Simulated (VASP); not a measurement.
A run of VASP 6.6.1 is set up as follows.

Contents of INCAR:

```
PREC = Accurate
ENCUT = 520
EDIFF = 1E-8
ISMEAR = -1
SIGMA = 0.03
LREAL = F
LASPH = T
NELM = 80
ALGO = Normal
ISIF = 2
LWAVE = F
LCHARG = F
GGA = PS
LEFG = T
NBANDS = 15
```

File KPOINTS:

```
Automatic mesh
0
Gamma
  7 7 7
```

Contents of POSCAR:

```
KCl
1.0
    0.0000000000      3.1561000000      3.1876610000
    3.1561000000      0.0000000000      3.1876610000
    3.1561000000      3.1561000000      0.0000000000
K Cl
1 1
Direct
    0.0000000000      0.0000000000      0.0000000000
    0.5000000000      0.5000000000      0.5000000000
```

Potentials or basis: VASP PAW PBE potentials, release 64 (K_sv, Cl).

Run with:

```console
$ cat potpaw_PBE.64/K_sv/POTCAR potpaw_PBE.64/Cl/POTCAR > POTCAR
$ mpirun -np 1 vasp_std > vasp.out
```

Task: Predict the band gap on the k mesh.

Result: 4.96 eV.

Task: Estimate the pressure.

Result: -0.7 GPa.

Stress tensor (GPa, compression positive):
```
-0.57  0.00  0.00
 0.00 -0.57  0.00
 0.00  0.00 -0.86
```

Caveat: the cell differs from its parent crystal (zz strain of +1 %); without QUAD_EFG the Cq values of the log hold for a quadrupole moment of 1 mb, not for the nuclei; the PAW data sets were made with another functional, which shifts forces and pressure a little; an odd mesh through Γ misses points on the zone boundary, where band edges can lie.
